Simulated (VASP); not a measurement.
# InAs (F-43m) in VASP: further runs, part 2 of 2

VASP 6.6.1.

## (3) Single point, PBE

This run uses another cell than the first one, of 28.51 Å³/atom, 0.963 times its volume.

INCAR reads:

```
SYSTEM = InAs
PREC = Accurate
ENCUT = 520
EDIFF = 1E-6
ISMEAR = -1
SIGMA = 0.15
LREAL = .FALSE.
LASPH = .TRUE.
NELM = 100
ALGO = Normal
ISIF = 2
LWAVE = .FALSE.
LCHARG = .FALSE.
GGA = PE
NBANDS = 16
```

KPOINTS reads:

```
Automatic mesh
0
G
  12 12 12
  0 0 0
```

POSCAR reads:

```
InAs
1.0
    0.0000000000      3.0549282450      3.0549282450
    3.0549282450      0.0000000000      3.0549282450
    3.0549282450      3.0549282450      0.0000000000
In As
1 1
Direct
    0.0000000000      0.0000000000      0.0000000000
    0.7500000000      0.7500000000      0.7500000000
```

Potentials or basis: VASP PAW PBE potentials, release 64 (In_d, As).

Command:

```bash
$ cat potpaw_PBE.64/In_d/POTCAR potpaw_PBE.64/As/POTCAR > POTCAR
$ mpirun -np 1 vasp_std > vasp.out
```

OUTCAR:

```text
SYSTEM = InAs
   PREC = Accurate
   ENCUT = 520
   EDIFF = 1E-6
   ISMEAR = -1
   LREAL = .FALSE.
   LASPH = .TRUE.
   NELM = 100
   ISIF = 2
   GGA = PE

 ion  position               nearest neighbor table
   1  0.000  0.000  0.000-   2 2.65   2 2.65   2 2.65   2 2.65
   2  0.750  0.750  0.750-   1 2.65   1 2.65   1 2.65   1 2.65

  LATTYP: Found a face centered cubic cell.
 ALAT       =     6.1098564900

  Lattice vectors:

 A1 = (   0.0000000000,   3.0549282450,   3.0549282450)
 A2 = (   3.0549282450,   0.0000000000,   3.0549282450)
 A3 = (   3.0549282450,   3.0549282450,   0.0000000000)

Analysis of symmetry for initial positions (statically):
=====================================================================
 Subroutine PRICEL returns:
 Original cell was already a primitive cell.

 Routine SETGRP: Setting up the symmetry group for a
 face centered cubic supercell.

 Subroutine GETGRP returns: Found 24 space group operations
 (whereof 24 operations were pure point group operations)
 out of a pool of 48 trial point group operations.

The static configuration has the point symmetry T_d .

Analysis of symmetry for dynamics (positions and initial velocities):
=====================================================================
 Subroutine PRICEL returns:
 Original cell was already a primitive cell.

 Routine SETGRP: Setting up the symmetry group for a
 face centered cubic supercell.

 Subroutine GETGRP returns: Found 24 space group operations
 (whereof 24 operations were pure point group operations)
 out of a pool of 48 trial point group operations.

The dynamic configuration has the point symmetry T_d .

 Subroutine INISYM returns: Found 24 space group operations
 (whereof 24 operations are pure point group operations),
 and found     1 'primitive' translations

[... 98 lines left out ...]
   IBRION =     -1    ionic relax: 0-MD 1-quasi-New 2-CG
   NFREE  =      0    steps in history (QN), initial steepest desc. (CG)
   ISIF   =      2    stress and relaxation
   ISYM   =      2    0-nonsym 1-usesym 2-fastsym
   POTIM  = 0.5000    time-step for ionic-motion
   TEBEG  =    0.0;   TEEND  =   0.0 temperature during run
   PSTRESS=    0.0 pullay stress
   NELECT =      18.0000    total number of electrons
   NUPDOWN=      -1.0000    fix difference up-down
   EMIN   =  10.00;   EMAX   =-10.00  energy-range for DOS
   EFERMI =   0.00;   METHOD = LEGACY
   ISMEAR =    -1;   SIGMA  =   0.15  broadening in eV -4-tet -1-fermi 0-gaus
   EFERMI_NEDOS =   21; number of points for ismear=-14 and -15
   IALGO  =     38    algorithm
   IMIX   =      4    mixing-type and parameters
     AMIX     =   0.40;   BMIX     =  1.00
     AMIX_MAG =   1.60;   BMIX_MAG =  1.00
  volume/ion in A,a.u.               =      28.51       192.40
  Fermi-wavevector in a.u.,A,eV,Ry     =   1.114691  2.106461 16.905741  1.242537
  Thomas-Fermi vector in A             =   2.251289
   LORBIT       =      0    0 simple, 1 ext, 2 COOP (PROOUT), +10 PAW based schemes
   GGA     = PE    functional components
[... 5 lines left out ...]
 non-spin polarized calculation
  energy-cutoff  :      520.00
  volume of cell :       57.02
 maximum number of plane-waves:      1572
   NGX = 17   NGY = 17   NGZ = 17

 number of electron      17.9999996 magnetization

 Free energy of the ion-electron system (eV)
  ---------------------------------------------------
  ext. energy  EPLUGINS =         0.00000000
  ---------------------------------------------------
  free energy    TOTEN  =        -7.70676125 eV

  energy without entropy =       -7.70333848  energy(sigma->0) =       -7.70504987

 E-fermi :   4.5826     XC(G=0):  -8.9583

 val. band max:        4.1973342848   @ k =   0.0000   0.0000   0.0000
 cond. band min:       4.9248612537   @ k =   0.0833   0.0000   0.0000
 fundamental gap:      0.7275269688
 Fermi energy:         4.5825878942

 k-point     1 :       0.0000    0.0000    0.0000
  band No.  band energies     occupation
      1     -10.1321      2.00000
      2     -10.1321      2.00000
      3     -10.1321      2.00000
      4     -10.0186      2.00000
      5     -10.0186      2.00000
      6      -7.4678      2.00000
[... 433 lines left out ...]
      3     -10.0929      2.00000
      4     -10.0179      2.00000
      5     -10.0130      2.00000
      6      -5.9521      2.00000
[... 8 lines left out ...]
     15      13.8031      0.00000
     16      14.2390      0.00000

 [... further k-points ...]
[... 5 lines left out ...]
  --------------------------------------------------------------------------------------
  -------------------------------------------------------------------------------------
  Total        0.7301314      0.7301314      0.7301314      0.0000000     -0.0000000     -0.0000000
  in kB       20.5153323     20.5153323     20.5153323      0.0000000     -0.0000000     -0.0000000
  external PRESSURE =      20.5153323 kB  Pullay stress =       0.0000000 kB

 VOLUME and BASIS-vectors are now :
 -----------------------------------------------------------------------------
  energy-cutoff  :      520.00
  volume of cell :       57.02
      direct lattice vectors                 reciprocal lattice vectors
     0.000000000  3.054928245  3.054928245    -0.163669965  0.163669965  0.163669965
     3.054928245  0.000000000  3.054928245     0.163669965 -0.163669965  0.163669965
     3.054928245  3.054928245  0.000000000     0.163669965  0.163669965 -0.163669965

 POSITION                                       TOTAL-FORCE (eV/Angst)
 -----------------------------------------------------------------------------------
      0.00000      0.00000      0.00000        -0.000000     -0.000000     -0.000000
      4.58239      4.58239      4.58239         0.000000      0.000000      0.000000
 -----------------------------------------------------------------------------------
    total drift:                                0.000000      0.000000      0.000000

  FREE ENERGIE OF THE ION-ELECTRON SYSTEM (eV)
  ---------------------------------------------------
  free  energy   TOTEN  =        -7.7067612497 eV

  energy  without entropy=       -7.7033384815  energy(sigma->0) =       -7.70504987
```

OSZICAR:

```text
N       E                     dE             d eps       ncg     rms          rms(c)
DAV:   1     0.113886389208E+03    0.11389E+03   -0.82934E+03  2328   0.120E+03
DAV:   2    -0.284120622878E+00   -0.11417E+03   -0.10948E+03  2584   0.294E+02
DAV:   3    -0.777382047282E+01   -0.74897E+01   -0.74551E+01  2976   0.746E+01
DAV:   4    -0.796339298744E+01   -0.18957E+00   -0.18953E+00  2840   0.133E+01
DAV:   5    -0.797232661041E+01   -0.89336E-02   -0.89334E-02  3408   0.242E+00    0.432E+00
DAV:   6    -0.772724219749E+01    0.24508E+00   -0.37151E-01  3600   0.994E+00    0.240E+00
DAV:   7    -0.770476753905E+01    0.22475E-01   -0.10974E-01  3200   0.285E+00    0.718E-01
DAV:   8    -0.770594118065E+01   -0.11736E-02   -0.12734E-02  2880   0.127E+00    0.177E-01
DAV:   9    -0.770655099841E+01   -0.60982E-03   -0.96059E-04  2800   0.272E-01    0.105E-01
DAV:  10    -0.770671251848E+01   -0.16152E-03   -0.18631E-04  3056   0.184E-01    0.580E-02
DAV:  11    -0.770676072362E+01   -0.48205E-04   -0.11262E-04  2704   0.113E-01    0.380E-02
DAV:  12    -0.770676124969E+01   -0.52608E-06   -0.60527E-06  2672   0.265E-02
   1 F= -.77067612E+01 E0= -.77050499E+01  d E =-.342277E-02
```

stdout:

```text
POSCAR found type information on POSCAR InAs
 POSCAR found :  2 types and       2 ions
 scaLAPACK will be used
 LDA part: xc-table for (Slater+PW92), standard interpolation
 POSCAR, INCAR and KPOINTS ok, starting setup
 FFT: planning ... GRIDC
 FFT: planning ... GRID_SOFT
 FFT: planning ... GRID
 WAVECAR not read
 entering main loop
```

It took 37 s on 1 thread of Intel Xeon 6975P-C, shared host; peak memory 0.22 GiB.

What came out:

- Free energy: -7.7068 eV
- Pressure: 2.1 GPa
- Band gap on the k mesh: zero (filled and empty bands touch)

Caveat: spin-orbit coupling is left out, which moves the levels of the heavy elements.
